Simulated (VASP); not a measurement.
Here is a VASP 6.6.1 calculation.

The input INCAR:

```
ALGO = Normal
EDIFF = 1E-6
ENCUT = 520
GGA = PE
ISIF = 2
ISMEAR = 0
LASPH = T
LCHARG = T
LELF = T
LREAL = F
LVHAR = T
LWAVE = F
NBANDS = 17
NELM = 60
PREC = Accurate
SIGMA = 0.05
```

Contents of KPOINTS:

```
k-points
0
Gamma
  9 9 9
```

POSCAR

```
PbS
1.0
    0.0000000000      2.9657500000      2.9657500000
    2.9657500000      0.0000000000      2.9657500000
    2.9657500000      2.9657500000      0.0000000000
Pb S
1 1
Direct
   -0.0115120000      0.0138610000     -0.0022760000
    0.4938690000      0.5052960000      0.4970370000
```

Potentials or basis: VASP PAW PBE potentials, release 64 (Pb_d, S).

The run is started by

```console
$ cat potpaw_PBE.64/Pb_d/POTCAR potpaw_PBE.64/S/POTCAR > POTCAR
$ mpirun -np 1 vasp_std > vasp.out
```

Task: What does it give for the band gap on the k mesh?

Result: 0.77 eV.

Task: Predict the pressure.

Result: 2.1 GPa.

Task: What does it give for the largest force?

Result: 0.019 eV/Å.

Forces in eV/Å, atoms in the order of the input:
```
Pb  -0.016  0.008 -0.006
S    0.016 -0.008  0.006
```

Caveat: spin-orbit coupling is left out, which moves the levels of the heavy elements. A k mesh can miss the band edges.
